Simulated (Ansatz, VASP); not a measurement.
# H in VASP and in Ansatz

Contents of INCAR:

```
ALGO = Normal
EDIFF = 1E-7
ENCUT = 520
GGA = PS
ISIF = 2
ISMEAR = 0
LASPH = True
LCHARG = False
LREAL = False
LWAVE = False
NBANDS = 10
NELM = 80
PREC = Accurate
SIGMA = 0.02
```

KPOINTS

```
k-points
0
Gamma
  8 8 4
```

The input POSCAR:

```
H
1.0
    1.6753942744     -2.7932981704      0.0218472306
    1.7007989749      2.8086295167      0.0043644260
    0.0501944605     -0.0202040596      6.3748859002
H
4
Direct
    0.6450293224      0.4270529969      1.0129839263
    0.3697348753      0.5559323180      0.0276795847
    0.4687213725      0.6205883967      0.4580991149
    0.5165132271      0.3964214249      0.5012373741
```

Input for Ansatz:

```yaml
crystal:
  lattice:
    - [1.6753942744, -2.7932981704, 0.0218472306]
    - [1.7007989749, 2.8086295167, 0.004364426]
    - [0.0501944605, -0.0202040596, 6.3748859002]
  atoms:
    - { symbol: H, position: [0.6450293224, 0.4270529969, 1.0129839263] }
    - { symbol: H, position: [0.3697348753, 0.555932318, 0.0276795847] }
    - { symbol: H, position: [0.4687213725, 0.6205883967, 0.4580991149] }
    - { symbol: H, position: [0.5165132271, 0.3964214249, 0.5012373741] }
basis:
  ecutwfc: 420
kpoints:
  mp_grid: { grid: [8, 8, 4] }
hamiltonian:
  xc: pbesol
scf:
  occupations: { method: gaussian, width: 0.02 }
output:
  forces: true
  stress: true
  eigenvalues: true
```

Change from the starting cell: all atoms moved at random, cell strained at random.

Alike in both runs: task single point; functional PBEsol; k mesh 8 × 8 × 4; occupations gaussian, width 0.02 eV; no spin polarisation.

|  | VASP | Ansatz |
| --- | --- | --- |
| version | VASP 6.6.1 | Ansatz 0.2.0 |
| potentials or method | VASP PAW PBE potentials, release 64 (H), cutoff 520 eV | scalar-relativistic, plane waves, PAW |
| valence electrons in the cell | 4 | 4 |

|  | VASP | Ansatz | Ansatz less VASP |
| --- | --- | --- | --- |
| gap on the k mesh at the Fermi level (eV) | 4.18 | 4.18 | 0.000 |
| least direct gap on the mesh (eV) | 4.18 | 4.18 | 0.000 |
| pressure (GPa) | -6.6 | -6.6 | +0.09 |
| traceless stress, the component that is largest in VASP (GPa) | -11.30 | -11.31 | -0.013 |
| rms of the force components (eV/Å) | 2.057 | 2.060 | +0.0028 |

VASP's potentials were made for PBE, not for PBEsol. Atom by atom the forces differ by 0.005 eV/Å (rms over components). With one functional, cell and mesh, what is left measures potentials, basis and numerics.
